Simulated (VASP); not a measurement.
# B16N15 (a cell with a defect) in VASP: further runs

Runs on B16N15 (a cell with a defect). Level: PBE+D3(BJ). Tasks: single point, relaxation of the atoms.

Program: VASP 6.6.1. These are calculated values, not measurements. Logs are shortened: lines on timing, memory, paths and dates and some standing lists are left out, and cuts for length are marked.

### Step 1. The cell of the first run

The cell holds a defect, 31 atoms: a = 6.660 Å, b = 6.660 Å, c = 6.660 Å, α = 97.63°, β = 97.63°, γ = 97.63°.

### Step 2. Single point, PBE+D3(BJ), collinear spin (atoms taken out, then relaxed in part)

Input file INCAR:

```
ALGO = Normal
EDIFF = 1E-6
ENCUT = 520
GGA = PE
GGA_COMPAT = F
ISIF = 2
ISMEAR = 0
ISPIN = 2
IVDW = 12
LASPH = T
LCHARG = F
LORBIT = 11
LREAL = Auto
LWAVE = F
MAGMOM = 0 0 0 0 0 0 0.333 0 0.333 0 0 0 0.333 0 0 0 0 0 0 0 0 0 0 0 0 0 0 0 0 0 0
NBANDS = 86
NELECT = 121.0
NELM = 200
PREC = Accurate
SIGMA = 0.01
```

Input file KPOINTS:

```
Automatic mesh
0
Gamma
  2 2 2
  0.5 0.5 0.5
```

Input file POSCAR:

```
B16N15
1.0
    0.0000000000      5.7876219412     -3.2948837568
    5.0122276286     -2.8938109706     -3.2948837569
   -5.0122276286     -2.8938109706     -3.2948837569
B N
16 15
Direct
    0.0004688346      0.2517327950      0.7497568653
    0.2501730827      0.0014034088      0.7478999699
    0.4987070577      0.7499712814      0.7489913462
   -0.0013522178      0.5014560311      0.4994546454
    0.7501568694      0.5014441504      0.7479206830
    0.2501838480      0.2498960801      0.4994433739
    0.5004900594     -0.0017600595      0.4962652514
   -0.0002898067      0.7499760653      0.2479979929
    0.7469991924      0.7517740132      0.4962900662
    0.2498413426      0.5011083924      0.2490620889
    0.4987091766      0.2509529920      0.2479996696
   -0.0013880246      0.0013990113     -0.0005571441
    0.7469908305     -0.0017463614      0.2497496465
    0.2498317584      0.7510100526     -0.0008860172
    0.4997676427      0.5010988500     -0.0008781860
    0.7501479046      0.2498863508     -0.0005450809
    0.9121753939      0.6708938849      0.4146424232
    0.1667242486      0.4179828436      0.4162914873
    0.6653235601      0.1634029426      0.1688765762
    0.4195982604      0.1634042146      0.4146176648
    0.9121300485      0.9165717392      0.1688578759
    0.1669265012      0.6684646316      0.1664914710
    0.6669895184      0.4179640914      0.9159900618
    0.4172137025      0.4181924154      0.1665030751
    0.9163883861      0.1676493240      0.9164124546
    0.1667015665      0.9182405017      0.9159776421
    0.6653415440      0.6708766477      0.6614482097
    0.4172064459      0.6684644549      0.9162079625
    0.9164344486      0.4184391288      0.6657209074
    0.1671500441      0.1676680144      0.6656918918
    0.4195904511      0.9165804857      0.6614183938
```

Potentials or basis: VASP PAW PBE potentials, release 64 (B, N).

Launch:

```bash
$ cat potpaw_PBE.64/B/POTCAR potpaw_PBE.64/N/POTCAR > POTCAR
$ mpirun -np 1 vasp_std > vasp.out
```

OUTCAR:

```text
EDIFF = 1E-6
   ENCUT = 520
   GGA = PE
   ISIF = 2
   ISMEAR = 0
   ISPIN = 2
   IVDW = 12
   LASPH = T
   LORBIT = 11
   LREAL = Auto
   NELECT = 121.0
   NELM = 200
   PREC = Accurate
 IVDW          = 12

 ion  position               nearest neighbor table
   1  0.000  0.252  0.750-  25 1.45  29 1.45  30 1.45
   2  0.250  0.001  0.748-  30 1.44  26 1.45  31 1.48
   3  0.499  0.750  0.749-  28 1.44  27 1.45  31 1.45
   4  0.999  0.501  0.499-  29 1.44  18 1.45  17 1.48
   5  0.750  0.501  0.748-  29 1.44  23 1.45  27 1.48
   6  0.250  0.250  0.499-  30 1.44  18 1.45  20 1.48
   7  0.500  0.998  0.496-  31 1.43  20 1.43
   8  1.000  0.750  0.248-  22 1.44  17 1.45  21 1.45
   9  0.747  0.752  0.496-  27 1.43  17 1.43
  10  0.250  0.501  0.249-  22 1.45  24 1.45  18 1.45
  11  0.499  0.251  0.248-  24 1.44  20 1.45  19 1.45
  12  0.999  0.001  0.999-  25 1.44  26 1.46  21 1.48
  13  0.747  0.998  0.250-  19 1.43  21 1.43
  14  0.250  0.751  0.999-  28 1.45  22 1.45  26 1.45
  15  0.500  0.501  0.999-  28 1.45  24 1.45  23 1.45
  16  0.750  0.250  0.999-  25 1.44  23 1.45  19 1.48
  17  0.912  0.671  0.415-   9 1.43   8 1.45   4 1.48
  18  0.167  0.418  0.416-  10 1.45   6 1.45   4 1.45
  19  0.665  0.163  0.169-  13 1.43  11 1.45  16 1.48
[... 10 lines left out ...]
  30  0.167  0.168  0.666-   6 1.44   2 1.44   1 1.45
  31  0.420  0.917  0.661-   7 1.43   3 1.45   2 1.48

  LATTYP: Found a trigonal (rhomboedric) cell.
 ALAT       =     6.6597917914
 COS(alpha) =    -0.1328444055

  Lattice vectors:

 A1 = (   0.0000000000,   5.7876219412,  -3.2948837568)
 A2 = (   5.0122276286,  -2.8938109706,  -3.2948837569)
 A3 = (  -5.0122276286,  -2.8938109706,  -3.2948837569)

Analysis of symmetry for initial positions (statically):
=====================================================================
 Subroutine PRICEL returns:
 Original cell was already a primitive cell.

 Routine SETGRP: Setting up the symmetry group for a
 trigonal (rhombohedral) supercell.

 Subroutine GETGRP returns: Found  1 space group operations
 (whereof  1 operations were pure point group operations)
 out of a pool of 12 trial point group operations.

The static configuration has the point symmetry C_1 .

Analysis of symmetry for dynamics (positions and initial velocities):
=====================================================================
 Subroutine PRICEL returns:
 Original cell was already a primitive cell.

 Routine SETGRP: Setting up the symmetry group for a
 trigonal (rhombohedral) supercell.

 Subroutine GETGRP returns: Found  1 space group operations
[... 199 lines left out ...]
  ext. energy  EPLUGINS =         0.00000000
  ---------------------------------------------------
  free energy    TOTEN  =      -272.25272363 eV

  energy without entropy =     -272.25079549  energy(sigma->0) =     -272.25175956

 E-fermi :   1.7995     XC(G=0):  -9.9051

 val. band max:        1.7965740824   @ k =   0.2500  -0.2500   0.2500
 cond. band min:       1.9101597104   @ k =   0.2500  -0.2500   0.2500
 fundamental gap:      0.1135856280
 Fermi energy:         1.7995210906

 spin component 1

 k-point     1 :       0.2500    0.2500    0.2500
  band No.  band energies     occupation
      1     -15.4873      1.00000
      2     -14.5975      1.00000
      3     -14.5973      1.00000
      4     -14.3650      1.00000
      5     -14.3340      1.00000
      6     -14.3338      1.00000
[... 289 lines left out ...]
     71       8.2607      0.00000
     72       8.7441      0.00000
 Fermi energy:         1.7995210906

 spin component 2

 k-point     1 :       0.2500    0.2500    0.2500
  band No.  band energies     occupation
      1     -15.4235      1.00000
      2     -14.5317      1.00000
      3     -14.5315      1.00000
      4     -14.3074      1.00000
      5     -14.2592      1.00000
      6     -14.2590      1.00000
[... 289 lines left out ...]
     71       8.3139      0.00000
     72       8.7791      0.00000
 [bands above 72 left out]

------------------------ aborting loop because EDIFF is reached ----------------------------------------

 Edisp (eV)   -4.46702

 E8    (eV) :    -1.3184

  FORCE on cell =-STRESS in cart. coord.  units (eV):
  Direction    XX          YY          ZZ          XY          YZ          ZX
  --------------------------------------------------------------------------------------
  -------------------------------------------------------------------------------------
  Total     -21.57182   -21.57684   -16.80718     0.00114    -0.00151     0.00133
  in kB    -120.53274  -120.56083   -93.91029     0.00637    -0.00844     0.00745
  external pressure =     -111.67 kB  Pullay stress =        0.00 kB

 VOLUME and BASIS-vectors are now :
 -----------------------------------------------------------------------------
  energy-cutoff  :      520.00
  volume of cell :      286.74
      direct lattice vectors                 reciprocal lattice vectors
     0.000000000  5.787621941 -3.294883757     0.000000000  0.115188358 -0.101166948
     5.012227629 -2.893810971 -3.294883757     0.099756044 -0.057594179 -0.101166948
    -5.012227629 -2.893810971 -3.294883757    -0.099756044 -0.057594179 -0.101166948

 POSITION                                       TOTAL-FORCE (eV/Angst)
 -----------------------------------------------------------------------------------
     -2.49621     -2.89541     -3.30134        -0.000954      0.001531     -0.001011
     -3.74161     -0.72044     -3.29316         0.000379      0.002042     -0.000342
      0.00491     -1.45139     -6.58209         0.001275      0.002533      0.000609
      0.01003      2.88335     -6.58831         0.003604     -0.000997     -0.000957
     -1.23540      0.72620     -6.58819         0.001990     -0.000868     -0.001343
     -1.25079     -0.72048     -3.29331        -0.000087      0.000820      0.000302
[... 23 lines left out ...]
     -2.49621     -1.44418     -3.29656         0.000244     -0.002288      0.000189
      1.27893     -2.13800     -6.58182        -0.003014     -0.001986     -0.000605
 -----------------------------------------------------------------------------------
    total drift:                               -0.013731     -0.004330      0.002144

  FREE ENERGIE OF THE ION-ELECTRON SYSTEM (eV)
  ---------------------------------------------------
  free  energy   TOTEN  =      -276.7197425136 eV

  energy  without entropy=     -276.7178143804  energy(sigma->0) =     -276.71877845

 total charge

# of ion       s       p       d       tot
------------------------------------------
    1        0.735   1.391   0.000   2.126
    2        0.730   1.374   0.000   2.104
    3        0.744   1.403   0.000   2.147
    4        0.730   1.374   0.000   2.104
    5        0.730   1.374   0.000   2.104
    6        0.730   1.374   0.000   2.104
[... 23 lines left out ...]
   30        1.228   2.771   0.000   3.999
   31        1.228   2.752   0.000   3.980
--------------------------------------------------
tot         30.092  63.015   0.000  93.107

 magnetization (x)

# of ion       s       p       d       tot
------------------------------------------
    1       -0.001  -0.003   0.000  -0.004
    2       -0.001  -0.004   0.000  -0.006
    3       -0.001  -0.003   0.000  -0.004
    4       -0.001  -0.004   0.000  -0.006
    5       -0.001  -0.004   0.000  -0.006
    6       -0.001  -0.004   0.000  -0.006
[... 23 lines left out ...]
   30        0.001   0.039   0.000   0.040
   31        0.001   0.045   0.000   0.047
--------------------------------------------------
tot          0.003   0.658   0.000   0.661
```

stdout:

```text
POSCAR found type information on POSCAR B N
 POSCAR found :  2 types and      31 ions
 scaLAPACK will be used
 LDA part: xc-table for (Slater+PW92), standard interpolation
 POSCAR, INCAR and KPOINTS ok, starting setup
 FFT: planning ... GRIDC
 FFT: planning ... GRID_SOFT
 FFT: planning ... GRID
 WAVECAR not read
 entering main loop
 the old and the new charge density differ
 old charge density:   123.00000 new  121.00000
    0.309E+01
```

It took 4.5 min on 1 thread of AMD EPYC 9R45 (Zen 5), shared host; peak memory 0.46 GiB.

Results:

* Free energy: -276.7197 eV
* Largest force: 0.014 eV/Å
* Net moment: 1.00 μB per cell
* Site moments: B -0.00, -0.01 (each value once); N +0.05, +0.07, +0.04 (each value once) μB
* Valence electrons inside the program's atomic spheres: B 2.13, 2.10, 2.15, 1.90, 2.14 (each value once); N 3.98, 4.00 (each value once)
* Dispersion energy per atom: -0.144 eV

Forces on the atoms (eV/Å):
```
B   -0.001  0.002 -0.001
B    0.000  0.002  0.000
B    0.001  0.003  0.001
B    0.004 -0.001 -0.001
B    0.002 -0.001 -0.001
B    0.000  0.001  0.000
B    0.000  0.012 -0.001
B   -0.002 -0.002  0.001
B    0.011 -0.005 -0.001
B   -0.001  0.002  0.000
B    0.001  0.000  0.000
B    0.000 -0.001  0.001
B   -0.012 -0.006  0.000
B   -0.003  0.001  0.001
B    0.001 -0.003  0.001
B   -0.003 -0.001  0.001
N    0.000  0.004  0.000
N    0.000 -0.001  0.000
N    0.004 -0.001 -0.001
N    0.003 -0.002  0.000
N    0.001  0.004 -0.001
N    0.001 -0.002  0.000
N    0.001  0.000  0.000
N   -0.001  0.001  0.000
N    0.001  0.000 -0.001
N    0.000 -0.001  0.000
N   -0.003 -0.001  0.000
N    0.000  0.000  0.000
N   -0.001  0.001  0.001
N    0.000 -0.002  0.000
N   -0.003 -0.002 -0.001
```

Caveat: the k points lie up to 0.48 Å⁻¹ apart; the cell carries a net charge on a neutralising background, which shifts energy and pressure; the cell differs from its parent crystal (atoms taken out, then relaxed in part); the cell is charged against a uniform background, so pressure and absolute levels hang on convention.

### Step 3. Relaxation of the atoms, PBE+D3(BJ) (atoms taken out)

Input file INCAR:

```
ALGO     = Normal         # electronic algorithm
EDIFF    = 1E-7           # SCF threshold, eV
EDIFFG   = -0.025         # ionic threshold
ENCUT    = 520            # plane-wave cutoff, eV
GGA      = PE             # functional
GGA_COMPAT= False        
IBRION   = 2              # ionic algorithm
ISIF     = 2              # what is computed and relaxed
ISMEAR   = 0              # smearing method
IVDW     = 12             # dispersion correction
LASPH    = True           # aspherical terms in the spheres
LCHARG   = False          # write CHGCAR
LREAL    = Auto         
LWAVE    = False          # write WAVECAR
NELECT   = 120.0        
NELM     = 120            # most SCF steps
NELMIN   = 4            
NSW      = 65             # ionic steps
PREC     = Accurate       # precision mode
SIGMA    = 0.01           # smearing width, eV
```

KPOINTS is that of step 2.

POSCAR, as its differences from that of step 2:

```diff
@@ -14,5 +14,5 @@
     0.2501838480      0.2498960801      0.4994433739
-    0.5004900594     -0.0017600595      0.4962652514
+    0.5015780491     -0.0027245197      0.4941907463
    -0.0002898067      0.7499760653      0.2479979929
-    0.7469991924      0.7517740132      0.4962900662
+    0.7439557761      0.7520212747      0.4931945940
     0.2498413426      0.5011083924      0.2490620889
@@ -20,3 +20,3 @@
    -0.0013880246      0.0013990113     -0.0005571441
-    0.7469908305     -0.0017463614      0.2497496465
+    0.7436070472      0.0009566345      0.2454144636
     0.2498317584      0.7510100526     -0.0008860172
```

Potentials or basis: VASP PAW PBE potentials, release 64 (B, N).

Launch:

```bash
$ cat potpaw_PBE.64/B/POTCAR potpaw_PBE.64/N/POTCAR > POTCAR
$ mpirun -np 1 vasp_std > vasp.out
```

OUTCAR:

```text
EDIFF = 1E-7
   EDIFFG = -0.025
   ENCUT = 520
   GGA = PE
   IBRION = 2
   ISIF = 2
   ISMEAR = 0
   IVDW = 12
   LASPH = True
   LREAL = Auto
   NELECT = 120.0
   NELM = 120
   NELMIN = 4
   NSW = 65
   PREC = Accurate
 IVDW          = 12

 ion  position               nearest neighbor table
   1  0.000  0.252  0.750-  25 1.45  29 1.45  30 1.45
   2  0.250  0.001  0.748-  30 1.44  26 1.45  31 1.48
   3  0.499  0.750  0.749-  28 1.44  27 1.45  31 1.45
   4  0.999  0.501  0.499-  29 1.44  18 1.45  17 1.48
   5  0.750  0.501  0.748-  29 1.44  23 1.45  27 1.48
   6  0.250  0.250  0.499-  30 1.44  18 1.45  20 1.48
   7  0.502  0.997  0.494-  20 1.43  31 1.44
   8  1.000  0.750  0.248-  22 1.44  17 1.45  21 1.45
   9  0.744  0.752  0.493-  17 1.44  27 1.44
  10  0.250  0.501  0.249-  22 1.45  24 1.45  18 1.45
  11  0.499  0.251  0.248-  24 1.44  20 1.45  19 1.45
  12  0.999  0.001  0.999-  25 1.44  26 1.46  21 1.48
  13  0.744  0.001  0.245-  19 1.39  21 1.44
[... 453 lines left out ...]
------------------------ aborting loop because EDIFF is reached ----------------------------------------
[... 133 lines left out ...]
--------------------------------------- Ionic step       13  -------------------------------------------

 number of electron     120.0000009 magnetization

 Free energy of the ion-electron system (eV)
  ---------------------------------------------------
  ext. energy  EPLUGINS =         0.00000000
  ---------------------------------------------------
  free energy    TOTEN  =      -273.95568661 eV

  energy without entropy =     -273.95183016  energy(sigma->0) =     -273.95375839

 E-fermi :   1.6272     XC(G=0):  -9.8494

 val. band max:        1.6241792123   @ k =  -0.2500   0.2500   0.2500
 cond. band min:       1.7414824915   @ k =   0.2500   0.2500  -0.2500
 fundamental gap:      0.1173032792
 Fermi energy:         1.6271550760

 k-point     1 :       0.2500    0.2500    0.2500
  band No.  band energies     occupation
      1     -15.4928      2.00000
      2     -14.5983      2.00000
      3     -14.5974      2.00000
      4     -14.3771      2.00000
      5     -14.3422      2.00000
      6     -14.3420      2.00000
[... 289 lines left out ...]
     71       8.2975      0.00000
     72       8.8330      0.00000
 [bands above 72 left out]

------------------------ aborting loop because EDIFF is reached ----------------------------------------

 Edisp (eV)   -4.46018

 E8    (eV) :    -1.3162
[... 54 lines left out ...]
  FREE ENERGIE OF THE ION-ELECTRON SYSTEM (eV)
  ---------------------------------------------------
  free  energy   TOTEN  =      -278.4158685665 eV

  energy  without entropy=     -278.4120121185  energy(sigma->0) =     -278.41394034

 reached required accuracy - stopping structural energy minimisation
```

CONTCAR:

```text
B16N15
   1.00000000000000
     0.0000000000000000    5.7876219412000003   -3.2948837568000000
     5.0122276285999998   -2.8938109706000001   -3.2948837569000000
    -5.0122276285999998   -2.8938109706000001   -3.2948837569000000
  B               N
    16    15
Direct
     0.0004979828234484    0.2519249472467321    0.7494862029151265
     0.2505788025426754    0.0014553836011570    0.7473418098664524
     0.4986268464487624    0.7500944345054940    0.7485382305051450
     0.9980679157603882    0.5019090170603271    0.4991152075286052
     0.7499375517615117    0.5018768174210234    0.7472624673438643
     0.2505577940520038    0.2496206260995693    0.4992112738031615
[... 23 lines left out ...]
     0.1671764818766961    0.1677490437453489    0.6654788618843686
     0.4197882878711148    0.9164638418108719    0.6606386014030396

  0.00000000E+00  0.00000000E+00  0.00000000E+00
  0.00000000E+00  0.00000000E+00  0.00000000E+00
  0.00000000E+00  0.00000000E+00  0.00000000E+00
  0.00000000E+00  0.00000000E+00  0.00000000E+00
  0.00000000E+00  0.00000000E+00  0.00000000E+00
  0.00000000E+00  0.00000000E+00  0.00000000E+00
[... 23 lines left out ...]
  0.00000000E+00  0.00000000E+00  0.00000000E+00
  0.00000000E+00  0.00000000E+00  0.00000000E+00
```

It took 9.4 min on 1 thread of Intel Xeon 6975P-C (Granite Rapids), shared host; peak memory 0.4 GiB.

Results:

```yaml
Free_energy: -278.4159 eV
Energy_gained_by_relaxing: 1.3 meV/atom
Ionic_steps: 13
Largest_force_after_relaxing: 0.021 eV/Å
Dispersion_energy_per_atom: -0.144 eV
```

Forces on the atoms (eV/Å):
```
B   -0.004 -0.001  0.002
B    0.005 -0.015  0.004
B    0.005  0.005 -0.001
B   -0.003  0.006  0.000
B   -0.004  0.002  0.001
B    0.001 -0.011  0.003
B   -0.004 -0.006 -0.004
B    0.002 -0.002 -0.004
B   -0.009  0.005 -0.003
B    0.009 -0.003 -0.002
B   -0.001 -0.003 -0.001
B    0.003  0.004  0.001
B   -0.006  0.000 -0.003
B    0.006 -0.002 -0.001
B    0.011  0.004 -0.001
B    0.000 -0.008  0.002
N   -0.002  0.004 -0.004
N    0.001 -0.004  0.005
N    0.003  0.007 -0.006
N    0.004 -0.006  0.001
N   -0.014  0.005 -0.003
N    0.013  0.017  0.001
N    0.008  0.008  0.007
N    0.000  0.000 -0.001
N   -0.003 -0.007  0.004
N   -0.012  0.011  0.003
N   -0.008  0.000 -0.006
N   -0.003  0.004  0.000
N    0.000 -0.004  0.006
N    0.005 -0.001  0.000
N   -0.003 -0.011  0.000
```

Step by step:
| step | energy change (eV) | largest force (eV/Å) | pressure (GPa) |
| --- | --- | --- | --- |
| 1 | 0.0000 | 1.6902 | -14.88 |
| 2 | 0.1312 | 2.9795 | -14.95 |
| 3 | -0.0308 | 0.3413 | -14.99 |
| 4 | -0.0363 | 0.2635 | -15.08 |
| 5 | -0.0368 | 0.1802 | -15.06 |
| 6 | -0.0385 | 0.1511 | -15.16 |
| 7 | -0.0388 | 0.0904 | -15.13 |
| 8 | -0.0395 | 0.0561 | -15.17 |
| 9 | -0.0396 | 0.0421 | -15.17 |
| 10 | -0.0398 | 0.0485 | -15.18 |
| 11 | -0.0398 | 0.0384 | -15.17 |
| 12 | -0.0399 | 0.0261 | -15.18 |
| 13 | -0.0399 | 0.0209 | -15.18 |

Final structure:
```
B N
1.0
     0.00000    5.78762   -3.29488
     5.01223   -2.89381   -3.29488
    -5.01223   -2.89381   -3.29488
B N
16 15
Direct
  0.00050 0.25192 0.74949
  0.25058 0.00146 0.74734
  0.49863 0.75009 0.74854
  0.99807 0.50191 0.49912
  0.74994 0.50188 0.74726
  0.25056 0.24962 0.49921
  0.50187 0.99711 0.49480
  0.99914 0.75013 0.24776
  0.74544 0.75317 0.49469
  0.25002 0.50150 0.24891
  0.49869 0.25080 0.24781
  0.99813 0.00150 0.99943
  0.74561 0.99721 0.25053
  0.24997 0.75110 0.99932
  0.49957 0.50152 0.99929
  0.75002 0.24966 0.99942
  0.91122 0.67106 0.41400
  0.16670 0.41814 0.41622
  0.66485 0.16292 0.16856
  0.41979 0.16293 0.41418
  0.91132 0.91643 0.16854
  0.16700 0.66869 0.16652
  0.66693 0.41823 0.91588
  0.41718 0.41859 0.16645
  0.91637 0.16786 0.91612
  0.16668 0.91846 0.91582
  0.66479 0.67098 0.66047
  0.41715 0.66871 0.91636
  0.91634 0.41859 0.66547
  0.16718 0.16775 0.66548
  0.41979 0.91646 0.66064
```

Levels at points of the mesh, in eV from the Fermi level:
```csv
k point,band 58,band 59,band 60,band 61,band 62,band 63
"(0.25, 0.25, 0.25)",-0.71,-0.53,-0.53,-0.50,3.68,5.01
```

Caveat: the k points lie up to 0.48 Å⁻¹ apart; the cell carries a net charge on a neutralising background, which shifts energy and pressure; the cell differs from its parent crystal (atoms taken out); the cell is charged against a uniform background, so pressure and absolute levels hang on convention.
